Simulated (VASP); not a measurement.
Wanted: the native input for a VASP 6.6.1 run.

```
Task                   : single point
Functional             : PBE
Potentials or basis    : VASP PAW PBE potentials, release 64 (Pt)
Cutoff                 : 520 eV
k mesh                 : 20 × 20 × 20
Occupations            : gaussian, width 0.15 eV
Spin                   : no spin polarisation
Dipole correction      : no
Further INCAR settings : ALGO = Fast; EDIFF = 1e-06; NBANDS = 11
```

The structure of Pt lies in POSCAR:

```
Pt
1.0
    0.0073421250      1.9579000000      1.9579000000
    1.9579000000      0.0073421250      1.9579000000
    1.9652421250      1.9652421250      0.0000000000
Pt
1
Direct
    0.0000000000      0.0000000000      0.0000000000
```

This cell differs from its parent crystal: strain +0.0075 x Voigt [0, 0, 0, 0, 0, 1].

The input as run:

INCAR

```
SYSTEM = Pt
PREC     = Accurate       ! precision mode
ENCUT    = 520            ! plane-wave cutoff, eV
EDIFF    = 1E-6           ! SCF threshold, eV
ISMEAR   = 0              ! smearing method
SIGMA    = 0.15           ! smearing width, eV
LREAL    = .FALSE.        ! projectors in reciprocal space
LASPH    = .TRUE.         ! aspherical terms in the spheres
NELM     = 60             ! most SCF steps
ALGO     = Fast           ! electronic algorithm
ISIF     = 2              ! what is computed and relaxed
LWAVE    = .FALSE.        ! write WAVECAR
LCHARG   = .FALSE.        ! write CHGCAR
GGA      = PE             ! functional
NBANDS   = 11             ! bands
```

KPOINTS

```
Automatic mesh
0
G
  20 20 20
  0 0 0
```

Potentials or basis: VASP PAW PBE potentials, release 64 (Pt).

The run is started by

```sh
$ cat potpaw_PBE.64/Pt/POTCAR > POTCAR
$ mpirun -np 1 vasp_std > vasp.out
```

Results of the run:

```
Pressure               : 11.0 GPa
Band gap on the k mesh : zero (bands 5 and 6 overlap by 2.27 eV)
```

Caveat: the cell differs from its parent crystal (strain +0.0075 x Voigt [0, 0, 0, 0, 0, 1]); the cell stands under pressure; spin-orbit coupling is left out, which moves the levels of the heavy elements.

Wall time 2.1 min on 1 thread of AMD EPYC 9R45 96-Core Processor (Zen 5), with other jobs on the host, peak memory 0.28 GiB.
